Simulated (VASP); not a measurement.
# PbS (Fm-3m) in VASP: a series of runs, part 2 of 3

VASP 6.6.1. The steps go on from the part before.

## Step 3: Electric field gradients, LDA (volume scaled by 0.98)

Input file INCAR:

```
  PREC = Accurate
  ENCUT = 520
  EDIFF = 1E-8
  ISMEAR = -1
  SIGMA = 0.01
  LREAL = F
  LASPH = T
  NELM = 60
  ALGO = Normal
  ISIF = 2
  LWAVE = F
  LCHARG = F
  LEFG = T
  NBANDS = 17
```

Input file KPOINTS:

```
regular mesh
0
Gamma
  7 7 7
```

Input file POSCAR:

```
PbS
1.0
    0.0000000000      2.9451000715      2.9451000715
    2.9451000715      0.0000000000      2.9451000715
    2.9451000715      2.9451000715      0.0000000000
Pb S
1 1
Direct
    0.0000000000      0.0000000000      0.0000000000
    0.5000000000      0.5000000000      0.5000000000
```

Potentials or basis: VASP PAW LDA potentials, release 64 (Pb_d, S).

Launch:

```console
$ cat potpaw_LDA.64/Pb_d/POTCAR potpaw_LDA.64/S/POTCAR > POTCAR
$ mpirun -np 1 vasp_std > vasp.out
```

OUTCAR:

```text
PREC = Accurate
   ENCUT = 520
   EDIFF = 1E-8
   ISMEAR = -1
   LREAL = F
   LASPH = T
   NELM = 60
   ISIF = 2

 ion  position               nearest neighbor table
   1  0.000  0.000  0.000-   2 2.95   2 2.95   2 2.95   2 2.95   2 2.95   2 2.95
   2  0.500  0.500  0.500-   1 2.95   1 2.95   1 2.95   1 2.95   1 2.95   1 2.95

  LATTYP: Found a face centered cubic cell.
 ALAT       =     5.8902001430

  Lattice vectors:

 A1 = (   0.0000000000,   2.9451000715,   2.9451000715)
 A2 = (   2.9451000715,   0.0000000000,   2.9451000715)
 A3 = (   2.9451000715,   2.9451000715,   0.0000000000)

Analysis of symmetry for initial positions (statically):
=====================================================================
 Subroutine PRICEL returns:
 Original cell was already a primitive cell.

 Routine SETGRP: Setting up the symmetry group for a
 face centered cubic supercell.

 Subroutine GETGRP returns: Found 48 space group operations
 (whereof 48 operations were pure point group operations)
 out of a pool of 48 trial point group operations.

The static configuration has the point symmetry O_h .

Analysis of symmetry for dynamics (positions and initial velocities):
=====================================================================
 Subroutine PRICEL returns:
 Original cell was already a primitive cell.

 Routine SETGRP: Setting up the symmetry group for a
 face centered cubic supercell.

 Subroutine GETGRP returns: Found 48 space group operations
 (whereof 48 operations were pure point group operations)
 out of a pool of 48 trial point group operations.

The dynamic configuration has the point symmetry O_h .

 Subroutine INISYM returns: Found 48 space group operations
 (whereof 48 operations are pure point group operations),
 and found     1 'primitive' translations

----------------------------------------------------------------------------------------

                                     Primitive cell

  volume of cell :      51.0893

  direct lattice vectors                    reciprocal lattice vectors
     0.000000000  2.945100072  2.945100072    -0.169773518  0.169773518  0.169773518
     2.945100072  0.000000000  2.945100072     0.169773518 -0.169773518  0.169773518
     2.945100072  2.945100072  0.000000000     0.169773518  0.169773518 -0.169773518

  length of vectors
     4.165000464  4.165000464  4.165000464     0.294056359  0.294056359  0.294056359

  position of ions in fractional coordinates (direct lattice)
     0.000000000  0.000000000  0.000000000
     0.500000000  0.500000000  0.500000000

  ion indices of the primitive-cell ions
   primitive index   ion index
                 1           1
                 2           2

----------------------------------------------------------------------------------------

 KPOINTS: regular mesh

Automatic generation of k-mesh.
 Grid dimensions read from file:
[... 65 lines left out ...]
   NFREE  =      0    steps in history (QN), initial steepest desc. (CG)
   ISIF   =      2    stress and relaxation
   ISYM   =      2    0-nonsym 1-usesym 2-fastsym
   POTIM  = 0.5000    time-step for ionic-motion
   TEBEG  =    0.0;   TEEND  =   0.0 temperature during run
   PSTRESS=    0.0 pullay stress
   NELECT =      20.0000    total number of electrons
   NUPDOWN=      -1.0000    fix difference up-down
   EMIN   =  10.00;   EMAX   =-10.00  energy-range for DOS
   EFERMI =   0.00;   METHOD = LEGACY
   ISMEAR =    -1;   SIGMA  =   0.01  broadening in eV -4-tet -1-fermi 0-gaus
   EFERMI_NEDOS =   21; number of points for ismear=-14 and -15
   IALGO  =     38    algorithm
   IMIX   =      4    mixing-type and parameters
     AMIX     =   0.40;   BMIX     =  1.00
     AMIX_MAG =   1.60;   BMIX_MAG =  1.00
  volume/ion in A,a.u.               =      25.54       172.38
  Fermi-wavevector in a.u.,A,eV,Ry     =   1.197590  2.263117 19.513768  1.434221
  Thomas-Fermi vector in A             =   2.333501
   LORBIT       =      0    0 simple, 1 ext, 2 COOP (PROOUT), +10 PAW based schemes
   GGA     = CA    functional components
   LHFCALC =     F    Hartree Fock is set to
   AEXX    =    0.0000 exact exchange contribution
   IVDW    =     0    specifies the selected vdW correction
   LEPSILON=     F    determine dielectric tensor
   LRPA    =     F    only Hartree local field effects (RPA)
 non-spin polarized calculation
  energy-cutoff  :      520.00
  volume of cell :       51.09
 maximum number of plane-waves:      1392
   NGX = 15   NGY = 15   NGZ = 15

 number of electron      19.9999996 magnetization

 Free energy of the ion-electron system (eV)
  ---------------------------------------------------
  ext. energy  EPLUGINS =         0.00000000
  ---------------------------------------------------
  free energy    TOTEN  =        -9.99787005 eV

  energy without entropy =       -9.99787005  energy(sigma->0) =       -9.99787005

 E-fermi :   5.8375     XC(G=0): -10.1260

 val. band max:        5.5716005021   @ k =   0.4286   0.0000   0.0000
 cond. band min:       6.4308587445   @ k =   0.4286   0.0000   0.0000
 fundamental gap:      0.8592582424
 Fermi energy:         5.8375370863

 k-point     1 :       0.0000    0.0000    0.0000
  band No.  band energies     occupation
      1     -10.9385      2.00000
      2     -10.9385      2.00000
      3     -10.9385      2.00000
      4     -10.9303      2.00000
      5     -10.9303      2.00000
      6      -7.8890      2.00000
[... 377 lines left out ...]
      4     -10.9095      2.00000
      5     -10.8742      2.00000
      6      -6.0694      2.00000
[... 9 lines left out ...]
     16      17.5738      0.00000
     17      18.2371      0.00000

------------------------ aborting loop because EDIFF is reached ----------------------------------------

  FORCE on cell =-STRESS in cart. coord.  units (eV):
  Direction    XX          YY          ZZ          XY          YZ          ZX
  --------------------------------------------------------------------------------------
  -------------------------------------------------------------------------------------
  Total       -0.4574106     -0.4574106     -0.4574106      0.0000000      0.0000000      0.0000000
  in kB      -14.3445402    -14.3445402    -14.3445402      0.0000000      0.0000000      0.0000000
  external PRESSURE =     -14.3445402 kB  Pullay stress =       0.0000000 kB

 VOLUME and BASIS-vectors are now :
 -----------------------------------------------------------------------------
  energy-cutoff  :      520.00
  volume of cell :       51.09
      direct lattice vectors                 reciprocal lattice vectors
     0.000000000  2.945100072  2.945100072    -0.169773518  0.169773518  0.169773518
     2.945100072  0.000000000  2.945100072     0.169773518 -0.169773518  0.169773518
     2.945100072  2.945100072  0.000000000     0.169773518  0.169773518 -0.169773518

 POSITION                                       TOTAL-FORCE (eV/Angst)
 -----------------------------------------------------------------------------------
      0.00000      0.00000      0.00000         0.000000      0.000000     -0.000000
      2.94510      2.94510      2.94510        -0.000000     -0.000000      0.000000
 -----------------------------------------------------------------------------------
    total drift:                                0.000000     -0.000000     -0.000000

  FREE ENERGIE OF THE ION-ELECTRON SYSTEM (eV)
  ---------------------------------------------------
  free  energy   TOTEN  =        -9.9978700546 eV

  energy  without entropy=       -9.9978700546  energy(sigma->0) =       -9.99787005

 Electric field gradients (V/A^2)
---------------------------------------------------------------------
 ion       V_xx      V_yy      V_zz      V_xy      V_xz      V_yz
---------------------------------------------------------------------
   1       0.000     0.000     0.000    -0.001    -0.001    -0.001
   2       0.000     0.000    -0.000    -0.000    -0.000    -0.000
---------------------------------------------------------------------

 Electric field gradients after diagonalization (V/A^2)
 (convention: |V_zz| > |V_xx| > |V_yy|)
----------------------------------------------------------------------
 ion       V_xx      V_yy      V_zz     asymmetry (V_yy - V_xx)/ V_zz
----------------------------------------------------------------------
   1       0.001     0.001    -0.002       0.000
   2       0.000     0.000    -0.001       0.000
----------------------------------------------------------------------

           NMR quadrupolar parameters

 Cq : quadrupolar parameter    Cq=e*Q*V_zz/h
 eta: asymmetry parameters     (V_yy - V_xx)/ V_zz
 Q  : nuclear electric quadrupole moment in mb (millibarn)
----------------------------------------------------------------------
 ion       Cq(MHz)       eta       Q (mb)
----------------------------------------------------------------------
   1      -0.000       0.000       1.000
   2      -0.000       0.000       1.000
----------------------------------------------------------------------
```

It took 18 s on 1 thread of Intel Xeon 8259CL, shared host; peak memory 0.16 GiB.

What came out:

```
Free energy : -9.9979 eV
Pressure    : -1.4 GPa
```

Levels at points of the mesh, in eV from the Fermi level:
| k point | band 6 | band 7 | band 8 | band 9 | band 10 | band 11 | band 12 | band 13 | band 14 | band 15 |
| --- | --- | --- | --- | --- | --- | --- | --- | --- | --- | --- |
| (0.00, 0.00, 0.00) | -13.73 | -6.01 | -2.23 | -2.23 | -2.23 | 5.17 | 5.17 | 5.17 | 6.63 | 6.63 |

Caveat: this odd mesh misses L, where the gap lies, so gap, dielectric constants and Born charges aren't listed; without QUAD_EFG the Cq values of the log hold for a quadrupole moment of 1 mb, not for the nuclei; spin-orbit coupling is left out, which moves the levels of the heavy elements.

(Continued in part 3 of 3.)
